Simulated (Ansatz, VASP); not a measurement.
**PbSe in VASP and in Ansatz**

INCAR

```
  ALGO = Normal
  EDIFF = 1E-8
  ENCUT = 400
  GGA = PE
  GGA_COMPAT = F
  ISIF = 2
  ISMEAR = -1
  LASPH = T
  LCHARG = F
  LEFG = T
  LREAL = F
  LWAVE = F
  NBANDS = 17
  NELM = 120
  PREC = Accurate
  SIGMA = 0.02
```

KPOINTS

```
k-points
0
Gamma
  7 7 7
```

The input POSCAR:

```
PbSe
1.0
    0.0000000000      3.0319802988      3.1233930000
    3.0319802988      0.0000000000      3.1233930000
    3.0319802988      3.0319802988      0.0000000000
Pb Se
1 1
Direct
    0.0000000000      0.0000000000      0.0000000000
    0.5000000000      0.5000000000      0.5000000000
```

Input for Ansatz:

```yaml
crystal:
  lattice:
    - [0.0, 3.0319802988, 3.123393]
    - [3.0319802988, 0.0, 3.123393]
    - [3.0319802988, 3.0319802988, 0.0]
  atoms:
    - { symbol: Pb, position: [0.0, 0.0, 0.0] }
    - { symbol: Se, position: [0.5, 0.5, 0.5] }
kpoints:
  mp_grid: { grid: [7, 7, 7] }
scf:
  occupations: { method: fermi_dirac, width: 0.02 }
hamiltonian:
  xc: pbe
  pseudopotentials: { kind: all_electron, datasets: crystal }
output:
  forces: true
  stress: true
  eigenvalues: true
  efg: { contact_densities: true }
```

Change from the starting cell: z stretched by +2 % at fixed volume, crystal datasets.

Alike in both runs: task electric field gradients; functional PBE; k mesh 7 × 7 × 7; occupations fermi-dirac, width 0.02 eV; no spin polarisation.

|  | VASP | Ansatz |
| --- | --- | --- |
| version | VASP 6.6.1 | Ansatz 0.2.0 |
| potentials or method | VASP PAW PBE potentials, release 64 (Pb_d, Se), cutoff 400 eV | all-electron PAW with datasets made for the crystal, scalar-relativistic |

|  | VASP | Ansatz | Ansatz less VASP |
| --- | --- | --- | --- |
| gap on the k mesh at the Fermi level (eV) | 0.85 | 0.84 | -0.002 |
| pressure (GPa) | 2.4 | 2.4 | +0.03 |
| traceless stress, the component that is largest in VASP (GPa) | -2.39 | -2.38 | +0.008 |
| size of Vzz on the site where it differs most (V/Å²) | 89.2 | 96.6 | +7.42 |

Ansatz ran all-electron here, and VASP with PAW potentials.

Neither program's run includes spin-orbit coupling.
